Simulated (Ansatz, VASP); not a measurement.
One calculation of Pb, two programs

```xyz
2
Lattice="3.5258 0.0000 0.0000 -1.7629 3.0534 0.0000 0.0000 0.0000 5.6636" Properties=species:S:1:pos:R:3 pbc="T T T"
Pb    0.0000    2.0356    1.4159
Pb    1.7629    1.0178    4.2477
```

Change from the starting cell: volume scaled by 1.04.

Alike in both runs: task single point; functional PBEsol; k mesh 12 × 12 × 7; occupations fermi-dirac, width 0.05 eV; no spin polarisation.

|  | VASP | Ansatz |
| --- | --- | --- |
| version | VASP 6.6.1 | Ansatz 0.2.0 |
| potentials or method | VASP PAW PBE potentials, release 64 (Pb_d), cutoff 520 eV | all-electron LAPW, scalar-relativistic |

|  | VASP | Ansatz | Ansatz less VASP |
| --- | --- | --- | --- |
| pressure (GPa) | -1.0 | -0.9 | +0.08 |
| traceless stress, the component that is largest in VASP (GPa) | 0.43 | 0.40 | -0.023 |

VASP's potentials were made for PBE, not for PBEsol. Ansatz ran all-electron here, and VASP with PAW potentials.

Neither program's run includes spin-orbit coupling.
